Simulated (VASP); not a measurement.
# Ni (P6_3/mmc) in VASP: further runs

The runs below take Ni through single point, with PBE.

Everything below comes from runs of VASP 6.6.1. Logs are shortened: lines on timing, memory, paths and dates and some standing lists are left out, and cuts for length are marked.

## Step 1: The cell of the first run

The structure is hexagonal, space group P6_3/mmc (No. 194). Conventional cell: a = 2.348 Å, b = 2.348 Å, c = 3.849 Å, α = 90.00°, β = 90.00°, γ = 120.00°. Ni (site symmetry -6m2) has 12 Ni at 2.35 Å within 3.1 Å.

This isn't the form of Ni at room conditions, which is fcc.

## Step 2: Single point, PBE, collinear spin, ferromagnetic start

File INCAR:

```
PREC = Accurate ; ENCUT = 520
EDIFF = 1E-6 ; ISMEAR = -1
SIGMA = 0.08 ; LREAL = F
LASPH = T ; NELM = 150
ALGO = Normal ; ISIF = 2
LWAVE = F ; LCHARG = F
ISPIN = 2 ; MAGMOM = 1 1
LORBIT = 11 ; LMAXMIX = 4
GGA = PE ; NBANDS = 21
```

File KPOINTS:

```
Automatic mesh
0
Gamma
  17 17 10
```

File POSCAR:

```
Ni
1.0
    2.3480368382      0.0000000000      0.0000000000
   -1.1740184191      2.0334595510      0.0000000000
    0.0000000000      0.0000000000      3.8493868447
Ni
2
Direct
    0.3333333333      0.6666666667      0.2500000000
    0.6666666667      0.3333333333      0.7500000000
```

Potentials or basis: VASP PAW PBE potentials, release 64 (Ni).

Launch:

```
cat potpaw_PBE.64/Ni/POTCAR > POTCAR
mpirun -np 1 vasp_std > vasp.out
```

OUTCAR:

```text
PREC = Accurate
   ENCUT = 520
   EDIFF = 1E-6
   ISMEAR = -1
   LREAL = F
   LASPH = T
   NELM = 150
   ISIF = 2
   ISPIN = 2
   LORBIT = 11
   GGA = PE

 ion  position               nearest neighbor table
   1  0.333  0.667  0.250-   2 2.35   2 2.35   2 2.35   2 2.35   2 2.35   2 2.35
   2  0.667  0.333  0.750-   1 2.35   1 2.35   1 2.35   1 2.35   1 2.35   1 2.35

  LATTYP: Found a hexagonal cell.
 ALAT       =     2.3480368382
 C/A-ratio  =     1.6394064957

  Lattice vectors:

 A1 = (   2.3480368382,   0.0000000000,   0.0000000000)
 A2 = (  -1.1740184191,   2.0334595510,   0.0000000000)
 A3 = (   0.0000000000,   0.0000000000,   3.8493868447)

Analysis of symmetry for initial positions (statically):
=====================================================================
 Subroutine PRICEL returns:
 Original cell was already a primitive cell.

 Routine SETGRP: Setting up the symmetry group for a
 hexagonal supercell.

 Subroutine GETGRP returns: Found 24 space group operations
 (whereof 12 operations were pure point group operations)
 out of a pool of 24 trial point group operations.

The static configuration has the point symmetry D_3d.
 The point group associated with its full space group is D_6h.

Analysis of symmetry for dynamics (positions and initial velocities):
=====================================================================
 Subroutine PRICEL returns:
 Original cell was already a primitive cell.

 Routine SETGRP: Setting up the symmetry group for a
 hexagonal supercell.

 Subroutine GETGRP returns: Found 24 space group operations
 (whereof 12 operations were pure point group operations)
 out of a pool of 24 trial point group operations.

The dynamic configuration has the point symmetry D_3d.
 The point group associated with its full space group is D_6h.

Analysis of structural, dynamic, and magnetic symmetry:
=====================================================================
 Subroutine PRICEL returns:
 Original cell was already a primitive cell.

 Routine SETGRP: Setting up the symmetry group for a
 hexagonal supercell.

 Subroutine GETGRP returns: Found 24 space group operations
 (whereof 12 operations were pure point group operations)
 out of a pool of 24 trial point group operations.

The overall configuration has the point symmetry D_3d.
 The point group associated with its full space group is D_6h.

 Subroutine INISYM returns: Found 24 space group operations
 (whereof 12 operations are pure point group operations),
[... 115 lines left out ...]
     AMIX     =   0.40;   BMIX     =  1.00
     AMIX_MAG =   1.60;   BMIX_MAG =  1.00
  volume/ion in A,a.u.               =       9.19        62.02
  Fermi-wavevector in a.u.,A,eV,Ry     =   1.683866  3.182045 38.578017  2.835404
  Thomas-Fermi vector in A             =   2.766990
   LORBIT       =     11    0 simple, 1 ext, 2 COOP (PROOUT), +10 PAW based schemes
   GGA     = PE    functional components
   LHFCALC =     F    Hartree Fock is set to
   AEXX    =    0.0000 exact exchange contribution
   IVDW    =     0    specifies the selected vdW correction
   LEPSILON=     F    determine dielectric tensor
   LRPA    =     F    only Hartree local field effects (RPA)
 spin polarized calculation
  energy-cutoff  :      520.00
  volume of cell :       18.38
 maximum number of plane-waves:       525
 NGX is ok and might be reduce to    18
   NGX =  9   NGY =  9   NGZ = 15

 number of electron      20.0000032 magnetization       1.1479992

 Free energy of the ion-electron system (eV)
  ---------------------------------------------------
  ext. energy  EPLUGINS =         0.00000000
  ---------------------------------------------------
  free energy    TOTEN  =       -10.46110720 eV

  energy without entropy =      -10.38834258  energy(sigma->0) =      -10.42472489

 E-fermi :  12.0075     XC(G=0): -14.2815

 val. band max:       12.0073305555   @ k =   0.2353   0.1765   0.1000
 cond. band min:      12.0078643309   @ k =   0.3529   0.2941   0.2000
 fundamental gap:      0.0005337754
 Fermi energy:        12.0075086715

 spin component 1

 k-point     1 :       0.0000    0.0000    0.0000
  band No.  band energies     occupation
      1       1.7425      1.00000
      2       6.1680      1.00000
      3       9.1195      1.00000
      4       9.2304      1.00000
      5       9.2304      1.00000
      6       9.5830      1.00000
[... 565 lines left out ...]
     20      43.0681      0.00000
     21      44.4381      0.00000

 [... further k-points ...]

 spin component 2

 k-point     1 :       0.0000    0.0000    0.0000
  band No.  band energies     occupation
      1       1.7287      1.00000
      2       6.5292      1.00000
      3       9.7542      1.00000
      4       9.8397      1.00000
      5       9.8397      1.00000
      6      10.2117      1.00000
[... 565 lines left out ...]
     20      43.1371      0.00000
     21      44.4053      0.00000

 [... further k-points ...]

------------------------ aborting loop because EDIFF is reached ----------------------------------------

  FORCE on cell =-STRESS in cart. coord.  units (eV):
  Direction    XX          YY          ZZ          XY          YZ          ZX
  --------------------------------------------------------------------------------------
  -------------------------------------------------------------------------------------
  Total        5.8674808      5.8674808      5.8790019     -0.0000000      0.0000000      0.0000000
  in kB      511.4818858    511.4818858    512.4862070     -0.0000000      0.0000000      0.0000000
  external PRESSURE =     511.8166596 kB  Pullay stress =       0.0000000 kB

 VOLUME and BASIS-vectors are now :
 -----------------------------------------------------------------------------
  energy-cutoff  :      520.00
  volume of cell :       18.38
      direct lattice vectors                 reciprocal lattice vectors
     2.348036838  0.000000000  0.000000000     0.425887696  0.245886376  0.000000000
    -1.174018419  2.033459551  0.000000000     0.000000000  0.491772752  0.000000000
     0.000000000  0.000000000  3.849386845     0.000000000  0.000000000  0.259781633

 POSITION                                       TOTAL-FORCE (eV/Angst)
 -----------------------------------------------------------------------------------
     -0.00000      1.35564      0.96235         0.000000      0.000000      0.000000
      1.17402      0.67782      2.88704        -0.000000     -0.000000      0.000000
 -----------------------------------------------------------------------------------
    total drift:                                0.000000     -0.000000     -0.000000

  FREE ENERGIE OF THE ION-ELECTRON SYSTEM (eV)
  ---------------------------------------------------
  free  energy   TOTEN  =       -10.4611071951 eV

  energy  without entropy=      -10.3883425815  energy(sigma->0) =      -10.42472489

 total charge

# of ion       s       p       d       tot
------------------------------------------
    1        0.577   0.669   8.423   9.669
    2        0.577   0.669   8.423   9.669
--------------------------------------------------
tot          1.154   1.337  16.846  19.338

 magnetization (x)

# of ion       s       p       d       tot
------------------------------------------
    1       -0.005  -0.025   0.601   0.571
    2       -0.005  -0.025   0.601   0.571
--------------------------------------------------
tot         -0.010  -0.050   1.201   1.142
```

OSZICAR:

```text
N       E                     dE             d eps       ncg     rms          rms(c)
DAV:   1     0.951746795562E+02    0.95175E+02   -0.90788E+03 18277   0.146E+03
DAV:   2    -0.669101721947E+01   -0.10187E+03   -0.93755E+02 16912   0.240E+02
DAV:   3    -0.123485636015E+02   -0.56575E+01   -0.54611E+01 18961   0.634E+01
DAV:   4    -0.124149714221E+02   -0.66408E-01   -0.66356E-01 18974   0.648E+00
DAV:   5    -0.124166659443E+02   -0.16945E-02   -0.16945E-02 19186   0.105E+00    0.172E+01
DAV:   6    -0.108391974683E+02    0.15775E+01   -0.50421E+00 20373   0.512E+01    0.719E+00
DAV:   7    -0.105109999910E+02    0.32820E+00   -0.87413E-01 20073   0.187E+01    0.375E+00
DAV:   8    -0.104646566381E+02    0.46343E-01   -0.12279E-02 25076   0.214E+00    0.128E+00
DAV:   9    -0.104617885013E+02    0.28681E-02   -0.89776E-04 21829   0.254E-01    0.378E-01
DAV:  10    -0.104610923881E+02    0.69611E-03   -0.97549E-05 26958   0.128E-01    0.436E-02
DAV:  11    -0.104611099649E+02   -0.17577E-04   -0.15586E-05 20734   0.444E-02    0.360E-02
DAV:  12    -0.104611070300E+02    0.29350E-05   -0.29066E-06 21715   0.173E-02    0.112E-02
DAV:  13    -0.104611071951E+02   -0.16515E-06   -0.10343E-06 11297   0.107E-02
   1 F= -.10461107E+02 E0= -.10424725E+02  d E =-.727646E-01  mag=     1.1482
```

It took 2.1 min on 1 thread of Intel Xeon Platinum 8488C (Sapphire Rapids), shared host; peak memory 0.21 GiB.

What came out:

```yaml
Free_energy: -10.4611 eV
Pressure: 51.2 GPa
Net_moment: 1.15 μB per cell
Site_moments: Ni +0.57 μB
Valence_electrons_inside_the_program's_atomic_spheres: Ni 9.67
```

Caveat: the cell stands under pressure.

## Step 3: Single point, PBE, collinear spin, ferromagnetic start

This run uses another cell than the first one, of 10.94 Å³/atom.

File INCAR:

```
SYSTEM = Ni
PREC = Accurate ; ENCUT = 520
EDIFF = 1E-6 ; ISMEAR = -1
SIGMA = 0.08 ; LREAL = .FALSE.
LASPH = .TRUE. ; NELM = 150
ALGO = Normal ; ISIF = 2
LWAVE = .FALSE. ; LCHARG = .FALSE.
ISPIN = 2 ; MAGMOM = 1 1
LORBIT = 11 ; LMAXMIX = 4
GGA = PE ; NBANDS = 21
```

File KPOINTS:

```
Automatic mesh
0
G
  17 17 10
  0 0 0
```

File POSCAR:

```
Ni
1.0
    2.4886441351      0.0000000000      0.0000000000
   -1.2443220676      2.1552290420      0.0000000000
    0.0000000000      0.0000000000      4.0794018305
Ni
2
Direct
    0.3333333333      0.6666666667      0.2500000000
    0.6666666667      0.3333333333      0.7500000000
```

Potentials or basis: VASP PAW PBE potentials, release 64 (Ni).

Launch:

```
cat potpaw_PBE.64/Ni/POTCAR > POTCAR
mpirun -np 1 vasp_std > vasp.out
```

Run time: 3 min. Hardware: 1 thread of Intel Xeon Platinum 8488C (Sapphire Rapids), shared host; peak memory 0.23 GiB.

It converged, with:

* Free energy: -10.9329 eV
* Pressure: -0.1 GPa
* Net moment: 1.28 μB per cell
* Site moments: Ni +0.65 μB
* Valence electrons inside the program's atomic spheres: Ni 9.30

Stress tensor (GPa, compression positive):
```
-0.11  0.00  0.00
 0.00 -0.11  0.00
 0.00  0.00 -0.21
```

Levels at points of the mesh, in eV from the Fermi level:
Spin up:
```tsv
k point	band 8	band 9	band 10	band 11	band 12	band 13	band 14	band 15
(0.00, 0.00, 0.00)	-1.67	-1.67	-0.73	-0.73	-0.34	5.56	22.56	24.35
(0.00, 0.00, 0.50)	-2.37	-1.01	-1.01	-1.01	-1.01	14.25	14.25	23.27
```
Spin down:
```
           k point  band 6  band 7  band 8  band 9  band 10  band 11  band 12  band 13
(0.00, 0.00, 0.00)   -1.37   -1.37   -0.98   -0.98    -0.40     0.00     0.00     5.97
(0.00, 0.00, 0.50)   -1.70   -1.70   -1.70   -0.29    -0.29    -0.29    -0.29    14.39
```
